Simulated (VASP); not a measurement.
# CO2 (Pbca) in VASP: a series of runs

The runs below take CO2 through single point, with PBEsol.

Everything below comes from runs of VASP 6.6.1. Logs are shortened: lines on timing, memory, paths and dates and some standing lists are left out, and cuts for length are marked.

## 1. The cell of the first run

Symmetry: Pbca, No. 61, orthorhombic system. The conventional cell has a = 4.930 Å, b = 5.162 Å, c = 5.800 Å, α = 90.00°, β = 90.00°, γ = 90.00°. Within 1.4 Å of C (site symmetry -1) lie 2 O at 1.07 Å. Within 1.4 Å of O (site symmetry 1) lie 1 C at 1.07 Å.

## 2. Single point, PBEsol (normal strain along x -0.1100, normal strain along z -0.1500)

File INCAR:

```
  PREC = Accurate
  ENCUT = 520
  EDIFF = 1E-6
  ISMEAR = 0
  SIGMA = 0.05
  LREAL = F
  LASPH = T
  NELM = 60
  ALGO = Normal
  ISIF = 2
  LWAVE = F
  LCHARG = F
  GGA = PS
  NBANDS = 44
```

File KPOINTS:

```
Automatic mesh
0
Gamma
  4 4 4
```

File POSCAR:

```
CO2
1.0
    5.1619422692      0.0000000000      0.0000000000
    0.0000000000      5.7999351339      0.0000000000
    0.0000000000      0.0000000000      4.9299448638
C O
4 8
Direct
    0.0000000000      0.0000000000      0.0000000000
    0.5000000000      0.0000000000      0.5000000000
    0.5000000000      0.5000000000      0.0000000000
    0.0000000000      0.5000000000      0.5000000000
    0.1161576883      0.1161576883      0.1161576883
    0.3838423117      0.8838423117      0.6161576883
    0.6161576883      0.3838423117      0.8838423117
    0.8838423117      0.6161576883      0.3838423117
    0.8838423117      0.8838423117      0.8838423117
    0.6161576883      0.1161576883      0.3838423117
    0.3838423117      0.6161576883      0.1161576883
    0.1161576883      0.3838423117      0.6161576883
```

Potentials or basis: VASP PAW PBE potentials, release 64 (C, O).

Command:

```
$ cat potpaw_PBE.64/C/POTCAR potpaw_PBE.64/O/POTCAR > POTCAR
$ mpirun -np 1 vasp_std > vasp.out
```

OUTCAR:

```text
PREC = Accurate
   ENCUT = 520
   EDIFF = 1E-6
   ISMEAR = 0
   LREAL = F
   LASPH = T
   NELM = 60
   ISIF = 2
   GGA = PS

 ion  position               nearest neighbor table
   1  0.000  0.000  0.000-   5 1.07   9 1.07
   2  0.500  0.000  0.500-   6 1.07  10 1.07
   3  0.500  0.500  0.000-   7 1.07  11 1.07
   4  0.000  0.500  0.500-   8 1.07  12 1.07
   5  0.116  0.116  0.116-   1 1.07
   6  0.384  0.884  0.616-   2 1.07
   7  0.616  0.384  0.884-   3 1.07
   8  0.884  0.616  0.384-   4 1.07
   9  0.884  0.884  0.884-   1 1.07
  10  0.616  0.116  0.384-   2 1.07
  11  0.384  0.616  0.116-   3 1.07
  12  0.116  0.384  0.616-   4 1.07

  LATTYP: Found a simple orthorhombic cell.
 ALAT       =     4.9299448638
 B/A-ratio  =     1.0470588235
 C/A-ratio  =     1.1764705882

  Lattice vectors:

 A1 = (   0.0000000000,   0.0000000000,   4.9299448638)
 A2 = (   5.1619422692,   0.0000000000,   0.0000000000)
 A3 = (   0.0000000000,   5.7999351339,   0.0000000000)

Analysis of symmetry for initial positions (statically):
=====================================================================
 Subroutine PRICEL returns:
 Original cell was already a primitive cell.

 Routine SETGRP: Setting up the symmetry group for a
 simple orthorhombic supercell.

 Subroutine GETGRP returns: Found  8 space group operations
 (whereof  2 operations were pure point group operations)
 out of a pool of  8 trial point group operations.

The static configuration has the point symmetry S_2 .
 The point group associated with its full space group is D_2h.

Analysis of symmetry for dynamics (positions and initial velocities):
=====================================================================
 Subroutine PRICEL returns:
 Original cell was already a primitive cell.

 Routine SETGRP: Setting up the symmetry group for a
 simple orthorhombic supercell.

 Subroutine GETGRP returns: Found  8 space group operations
 (whereof  2 operations were pure point group operations)
 out of a pool of  8 trial point group operations.

The dynamic configuration has the point symmetry S_2 .
 The point group associated with its full space group is D_2h.

 Subroutine INISYM returns: Found  8 space group operations
 (whereof  2 operations are pure point group operations),
 and found     1 'primitive' translations

----------------------------------------------------------------------------------------

                                     Primitive cell

  volume of cell :     147.5973

  direct lattice vectors                    reciprocal lattice vectors
     5.161942269  0.000000000  0.000000000     0.193725530  0.000000000  0.000000000
     0.000000000  5.799935134  0.000000000     0.000000000  0.172415721  0.000000000
     0.000000000  0.000000000  4.929944864     0.000000000  0.000000000  0.202842025

  length of vectors
     5.161942269  5.799935134  4.929944864     0.193725530  0.172415721  0.202842025

  position of ions in fractional coordinates (direct lattice)
     0.000000000  0.000000000  0.000000000
     0.500000000  0.000000000  0.500000000
     0.500000000  0.500000000  0.000000000
     0.000000000  0.500000000  0.500000000
     0.116157688  0.116157688  0.116157688
     0.383842312  0.883842312  0.616157688
     0.616157688  0.383842312  0.883842312
     0.883842312  0.616157688  0.383842312
     0.883842312  0.883842312  0.883842312
     0.616157688  0.116157688  0.383842312
     0.383842312  0.616157688  0.116157688
     0.116157688  0.383842312  0.616157688

  ion indices of the primitive-cell ions
   primitive index   ion index
                 1           1
                 2           2
                 3           3
                 4           4
                 5           5
                 6           6
                 7           7
                 8           8
                 9           9
                10          10
                11          11
                12          12

----------------------------------------------------------------------------------------

 KPOINTS: Automatic mesh

[... 56 lines left out ...]
      5     -23.5632      2.00000
      6     -23.5213      2.00000
[... 36 lines left out ...]
     43       9.6548      0.00000
     44      10.0235      0.00000

 k-point     2 :       0.2500    0.0000    0.0000
  band No.  band energies     occupation
      1     -24.5876      2.00000
      2     -24.3816      2.00000
      3     -24.3693      2.00000
      4     -24.3055      2.00000
      5     -23.5547      2.00000
      6     -23.5243      2.00000
[... 36 lines left out ...]
     43       8.9202      0.00000
     44      10.4450      0.00000

 k-point     3 :       0.5000    0.0000    0.0000
  band No.  band energies     occupation
      1     -24.4818      2.00000
      2     -24.4818      2.00000
      3     -24.3435      2.00000
      4     -24.3435      2.00000
      5     -23.5367      2.00000
      6     -23.5367      2.00000
[... 36 lines left out ...]
     43       9.7285      0.00000
     44       9.7285      0.00000

 k-point     4 :       0.0000    0.2500    0.0000
  band No.  band energies     occupation
      1     -24.5988      2.00000
      2     -24.4356      2.00000
      3     -24.3161      2.00000
      4     -24.2946      2.00000
      5     -23.5496      2.00000
      6     -23.5125      2.00000
[... 882 lines left out ...]
     43       9.3776      0.00000
     44       9.3776      0.00000

 k-point    23 :       0.2500    0.2500    0.5000
  band No.  band energies     occupation
      1     -24.4383      2.00000
      2     -24.4383      2.00000
      3     -24.3837      2.00000
      4     -24.3837      2.00000
      5     -23.5126      2.00000
      6     -23.5126      2.00000
[... 36 lines left out ...]
     43       9.2394      0.00000
     44       9.2394      0.00000

 k-point    24 :       0.5000    0.2500    0.5000
  band No.  band energies     occupation
      1     -24.4085      2.00000
      2     -24.4085      2.00000
      3     -24.4085      2.00000
      4     -24.4085      2.00000
      5     -23.5125      2.00000
      6     -23.5125      2.00000
[... 36 lines left out ...]
     43       8.4780      0.00000
     44       8.4780      0.00000

 [... further k-points ...]

------------------------ aborting loop because EDIFF is reached ----------------------------------------

  FORCE on cell =-STRESS in cart. coord.  units (eV):
  Direction    XX          YY          ZZ          XY          YZ          ZX
  --------------------------------------------------------------------------------------
  -------------------------------------------------------------------------------------
  Total       44.0704765     53.3940261     40.6346625      0.0000000      0.0000000     -0.0000000
  in kB      478.3876806    579.5953730    441.0917120      0.0000000      0.0000000     -0.0000000
  external PRESSURE =     499.6915885 kB  Pullay stress =       0.0000000 kB

 VOLUME and BASIS-vectors are now :
 -----------------------------------------------------------------------------
  energy-cutoff  :      520.00
  volume of cell :      147.60
      direct lattice vectors                 reciprocal lattice vectors
     5.161942269  0.000000000  0.000000000     0.193725530  0.000000000  0.000000000
     0.000000000  5.799935134  0.000000000     0.000000000  0.172415721  0.000000000
     0.000000000  0.000000000  4.929944864     0.000000000  0.000000000  0.202842025

 POSITION                                       TOTAL-FORCE (eV/Angst)
 -----------------------------------------------------------------------------------
      0.00000      0.00000      0.00000         0.000000      0.000000      0.000000
      2.58097      0.00000      2.46497         0.000000      0.000000      0.000000
      2.58097      2.89997      0.00000         0.000000      0.000000      0.000000
      0.00000      2.89997      2.46497         0.000000      0.000000      0.000000
      0.59960      0.67371      0.57265         8.836007      9.830877      8.390458
      1.98137      5.12623      3.03762        -8.836007     -9.830877      8.390458
      3.18057      2.22626      4.35729         8.836007     -9.830877     -8.390458
      4.56234      3.57367      1.89232        -8.836007      9.830877     -8.390458
      4.56234      5.12623      4.35729        -8.836007     -9.830877     -8.390458
      3.18057      0.67371      1.89232         8.836007      9.830877     -8.390458
      1.98137      3.57367      0.57265        -8.836007      9.830877      8.390458
      0.59960      2.22626      3.03762         8.836007     -9.830877      8.390458
 -----------------------------------------------------------------------------------
    total drift:                               -0.000000     -0.000000      0.000000

  FREE ENERGIE OF THE ION-ELECTRON SYSTEM (eV)
  ---------------------------------------------------
  free  energy   TOTEN  =       -89.2270780591 eV

  energy  without entropy=      -89.2270780591  energy(sigma->0) =      -89.22707806
```

It took 98 s on 1 thread of Intel Xeon 6975P-C (Granite Rapids), shared host; peak memory 0.31 GiB.

What came out:

| Quantity | Value |
| --- | --- |
| Free energy | -89.2271 eV |
| Pressure | 50.0 GPa |
| Largest force | 15.656 eV/Å |
| Band gap on the k mesh | 7.64 eV |

Forces in eV/Å, atoms in the order of the input:
```
C    0.000  0.000  0.000
C    0.000  0.000  0.000
C    0.000  0.000  0.000
C    0.000  0.000  0.000
O    8.836  9.831  8.390
O   -8.836 -9.831  8.390
O    8.836 -9.831 -8.390
O   -8.836  9.831 -8.390
O   -8.836 -9.831 -8.390
O    8.836  9.831 -8.390
O   -8.836  9.831  8.390
O    8.836 -9.831  8.390
```

Levels at points of the mesh, in eV from the valence-band top:
```csv
k point,band 28,band 29,band 30,band 31,band 32,band 33,band 34,band 35,band 36,band 37
"(0.00, 0.00, 0.00)",-0.44,-0.42,-0.38,-0.36,0.00,7.64,9.35,9.59,9.72,9.86
"(0.50, 0.00, 0.00)",-0.63,-0.50,-0.50,-0.25,-0.25,9.24,9.24,9.25,9.25,10.13
"(0.00, 0.50, 0.00)",-0.67,-0.59,-0.59,-0.19,-0.19,8.83,8.83,9.41,9.41,9.99
"(0.50, 0.50, 0.00)",-0.60,-0.49,-0.49,-0.49,-0.49,9.34,9.34,9.34,9.34,10.23
"(0.00, 0.00, 0.50)",-0.60,-0.48,-0.48,-0.32,-0.32,9.42,9.42,9.60,9.60,9.94
"(0.50, 0.00, 0.50)",-0.59,-0.49,-0.49,-0.49,-0.49,9.33,9.33,9.33,9.33,10.57
"(0.00, 0.50, 0.50)",-0.66,-0.42,-0.42,-0.42,-0.42,9.43,9.43,9.43,9.43,10.37
"(0.50, 0.50, 0.50)",-0.70,-0.44,-0.44,-0.44,-0.44,9.56,9.56,9.56,9.56,10.70
```

Caveat: the cell differs from its parent crystal (normal strain along x -0.1100, normal strain along z -0.1500); the cell stands under pressure; this functional lacks dispersion, which holds the molecules together, so the pressure and a relaxed volume are unreliable; the PAW data sets were made with another functional, which shifts forces and pressure a little. A k mesh can miss the band edges.

[end of part 1 of 2]
